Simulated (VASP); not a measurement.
Here is a VASP 6.6.1 calculation.

The input INCAR:

```
ALGO     = Normal         # electronic algorithm
EDIFF    = 1E-6           # SCF threshold, eV
ENCUT    = 500            # plane-wave cutoff, eV
GGA      = PE             # functional
GGA_COMPAT= F            
ISIF     = 2              # what is computed and relaxed
ISMEAR   = 0              # smearing method
LASPH    = T              # aspherical terms in the spheres
LCHARG   = F              # write CHGCAR
LREAL    = F              # projectors in reciprocal space
LWAVE    = F              # write WAVECAR
NBANDS   = 35             # bands
NELM     = 120            # most SCF steps
PREC     = Accurate       # precision mode
SIGMA    = 0.1            # smearing width, eV
```

File KPOINTS:

```
k-points
0
Gamma
  8 8 4
```

File POSCAR:

```
Cd4Se
1.0
    4.1907741209      0.0000000000      0.0000000000
    0.0000000000      4.1907741209      0.0000000000
    0.0000000000      0.0000000000      7.7873749375
Cd Se
4 1
Direct
    0.5000000000      0.0000000000      0.7834040338
    0.0000000000      0.5000000000      0.2165959662
    0.0000000000      0.0000000000      0.5000000000
    0.5000000000      0.5000000000      0.5000000000
    0.0000000000      0.0000000000      0.0000000000
```

Potentials or basis: VASP PAW PBE potentials, release 64 (Cd, Se).

Command:

```sh
$ cat potpaw_PBE.64/Cd/POTCAR potpaw_PBE.64/Se/POTCAR > POTCAR
$ mpirun -np 1 vasp_std > vasp.out
```

Estimate the band gap on the k mesh.

zero (bands 27 and 28 overlap by 3.26 eV).

Estimate the pressure.

1.4 GPa.

What does it give for the largest force?

0.004 eV/Å.

Forces on the atoms (eV/Å):
```
Cd   0.000  0.000 -0.004
Cd   0.000  0.000  0.004
Cd   0.000  0.000  0.000
Cd   0.000  0.000  0.000
Se   0.000  0.000  0.000
```
